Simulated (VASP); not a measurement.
Here is a VASP 6.6.1 calculation.

INCAR

```
SYSTEM = Zr2O
ALGO = Normal
EDIFF = 1E-6
ENCUT = 520
GGA = PS
ISIF = 2
ISMEAR = 0
LASPH = .True.
LCHARG = .False.
LREAL = .False.
LWAVE = .False.
NBANDS = 39
NELM = 80
PREC = Accurate
SIGMA = 0.15
```

Contents of KPOINTS:

```
k-points
0
Gamma
  10 10 10
  0 0 0
```

POSCAR

```
Zr2O
1.0
    4.9442968303      0.0000000000      0.0000000000
    0.0000000000      4.9442968303      0.0000000000
    0.0000000000      0.0000000000      4.8722925076
Zr O
4 2
Direct
    0.2500000000      0.2500000000      0.7500000000
    0.7500000000      0.2500000000      0.2500000000
    0.2500000000      0.7500000000      0.2500000000
    0.7500000000      0.7500000000      0.7500000000
    0.0000000000      0.0000000000      0.0000000000
    0.5000000000      0.5000000000      0.5000000000
```

Potentials or basis: VASP PAW PBE potentials, release 64 (Zr_sv, O).

Command:

```sh
$ cat potpaw_PBE.64/Zr_sv/POTCAR potpaw_PBE.64/O/POTCAR > POTCAR
$ mpirun -np 1 vasp_std > vasp.out
```

Task: Predict the pressure.

Result: -8.9 GPa.

Task: Predict the band gap on the k mesh.

Result: Zero (bands 30 and 31 overlap by 0.75 eV).

Stress tensor (GPa, compression positive):
```
-9.14  0.00  0.00
 0.00 -9.14  0.00
 0.00  0.00 -8.32
```

Caveat: the cell differs from its parent crystal (strain +0.030 along x and y, +0.015 along z); the cell stands under tension; the PAW data sets were made with another functional, which shifts forces and pressure a little.
